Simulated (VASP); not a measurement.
# Ag: single point with PBEsol

Ag:

```
CELL_PARAMETERS angstrom
2.86706 0.00000 0.00000
-1.43353 2.48295 0.00000
0.00000 0.00000 4.69071
ATOMIC_POSITIONS crystal
Ag 0.33333 0.66667 0.25000
Ag 0.66667 0.33333 0.75000
```

```
Program             : VASP 6.6.1
Task                : single point
Functional          : PBEsol
Potentials or basis : VASP PAW PBE potentials, release 64 (Ag)
Cutoff              : 520 eV
k mesh              : 18 × 18 × 10
Occupations         : gaussian, width 0.1 eV
Spin                : no spin polarisation
```

* Pressure: -0.2 GPa
* Band gap on the k mesh: zero (band 11 reaches 12.65 eV, above the bottom of band 12 at 5.12 eV)

Levels at points of the mesh, in eV from the Fermi level:
```tsv
k point	band 7	band 8	band 9	band 10	band 11	band 12	band 13	band 14	band 15	band 16
(0.00, 0.00, 0.00)	-4.46	-4.08	-4.08	-3.03	-3.03	-0.49	3.71	15.73	17.64	17.99
(0.50, 0.00, 0.00)	-3.81	-2.89	-2.83	-2.74	0.12	1.63	6.98	7.24	9.59	10.58
(0.00, 0.00, 0.50)	-4.59	-4.59	-3.36	-3.36	-3.36	-3.36	11.28	11.28	16.10	16.10
(0.50, 0.00, 0.50)	-3.09	-3.09	-2.80	-2.80	0.73	0.73	4.74	4.74	13.80	13.80
```

Run time: 95 s on 1 thread of AMD EPYC 7R43 64-Core Processor (Zen 3), with other jobs on the host, peak memory 0.2 GiB.

Caveat: the PAW data sets were made with another functional, which shifts forces and pressure a little.
